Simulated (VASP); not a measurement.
The system is HfO2.

```
CELL_PARAMETERS angstrom
5.18443 0.00000 0.00000
0.00000 4.97117 0.00000
0.00000 0.00000 4.99891
ATOMIC_POSITIONS crystal
Hf 0.96699 0.73252 0.74144
Hf 0.53301 0.73252 0.24144
Hf 0.46699 0.26748 0.74144
Hf 0.03301 0.26748 0.24144
O 0.63213 0.92865 0.87927
O 0.86787 0.92865 0.37927
O 0.23395 0.53988 0.49229
O 0.26605 0.53988 0.99229
O 0.76605 0.46012 0.99229
O 0.73395 0.46012 0.49229
O 0.13213 0.07135 0.87927
O 0.36787 0.07135 0.37927
```

Base run:

- Program: VASP 6.6.1
- Functional: SVWN5
- Potentials or basis: VASP PAW PBE potentials, release 64 (Hf_pv, O)
- Cutoff: 520 eV
- k mesh: 5 × 6 × 5
- Occupations: fermi-dirac, width 0.05 eV
- Spin: no spin polarisation

Its results: band gap on the k mesh 4.33 eV, indirect (least direct gap 4.54 eV); pressure -2.8 GPa; largest force 0.128 eV/Å.

Q: The run is repeated on the same cell with these changes: functional from SVWN5 to LDA; potentials or basis from VASP PAW PBE potentials, release 64 (Hf_pv, O) to VASP PAW LDA potentials, release 64 (Hf_pv, O). What comes out?

A: Band gap on the k mesh 4.32 eV, indirect (least direct gap 4.53 eV); pressure -2.2 GPa; largest force 0.131 eV/Å.

Caveats: spin-orbit coupling is left out, which moves the levels of the heavy elements; the PAW data sets were made with another functional, which shifts forces and pressure a little (some runs).

A k mesh can miss the band edges.
